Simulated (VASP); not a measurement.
Input of a VASP 6.6.1 run:

The input INCAR:

```
SYSTEM = Re
  PREC = Accurate
  ENCUT = 600
  EDIFF = 1E-6
  ISMEAR = -1
  SIGMA = 0.05
  LREAL = .False.
  LASPH = .True.
  NELM = 120
  ALGO = Normal
  ISIF = 2
  LWAVE = .False.
  LCHARG = .False.
  GGA = PS
  NBANDS = 10
  GGA_COMPAT = .False.
```

KPOINTS

```
regular mesh
0
Gamma
  9 9 9
  0 0 0
```

File POSCAR:

```
Re
1.0
    0.0000000000      1.9750000000      1.9750000000
    1.9750000000      0.0000000000      1.9750000000
    1.9750000000      1.9750000000      0.0000000000
Re
1
Direct
    0.0000000000      0.0000000000      0.0000000000
```

Potentials or basis: VASP PAW PBE potentials, release 64 (Re).

Launch:

```sh
$ cat potpaw_PBE.64/Re/POTCAR > POTCAR
$ mpirun -np 1 vasp_std > vasp.out
```

**Question.** What does it give for the pressure?

**Answer.** -18.2 GPa.

Caveat: the PAW data sets were made with another functional, which shifts forces and pressure a little.
